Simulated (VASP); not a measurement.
Input of a VASP 6.6.1 run:

Contents of INCAR:

```
SYSTEM = Li2Pd
PREC     = Accurate       ! precision mode
ENCUT    = 520            ! plane-wave cutoff, eV
EDIFF    = 1E-6           ! SCF threshold, eV
ISMEAR   = 0              ! smearing method
SIGMA    = 0.1            ! smearing width, eV
LREAL    = .False.        ! projectors in reciprocal space
LASPH    = .True.         ! aspherical terms in the spheres
NELM     = 60             ! most SCF steps
ALGO     = Normal         ! electronic algorithm
ISIF     = 2              ! what is computed and relaxed
LWAVE    = .False.        ! write WAVECAR
LCHARG   = .False.        ! write CHGCAR
LDIPOL   = .True.       
IDIPOL   = 3            
DIPOL    = 0.5 0.5 0.514
GGA      = PE             ! functional
NBANDS   = 15             ! bands
```

Contents of KPOINTS:

```
Automatic mesh
0
Gamma
  6 6 1
  0 0 0
```

POSCAR

```
Li2Pd
1.0
    4.2267000000      0.0000000000      0.0000000000
   -2.1133500000      3.6604300000      0.0000000000
    0.0000000000      0.0000000000     16.0000000000
Li Pd
2 1
Direct
    0.3333333300      0.6666666700      0.5426859400
    0.6666666700      0.3333333300      0.5426859400
    0.0000000000      0.0000000000      0.4573140600
```

Potentials or basis: VASP PAW PBE potentials, release 64 (Li_sv, Pd).

Launch:

```bash
$ cat potpaw_PBE.64/Li_sv/POTCAR potpaw_PBE.64/Pd/POTCAR > POTCAR
$ mpirun -np 1 vasp_std > vasp.out
```

**Question.** Predict the band gap on the k mesh.

**Answer.** 0.39 eV (least direct gap 0.99 eV).

**Question.** What does it give for the largest force?

**Answer.** 1.535 eV/Å.

Forces on the atoms (eV/Å):
```
Li   0.000  0.000 -0.767
Li   0.000  0.000 -0.767
Pd   0.000  0.000  1.535
```
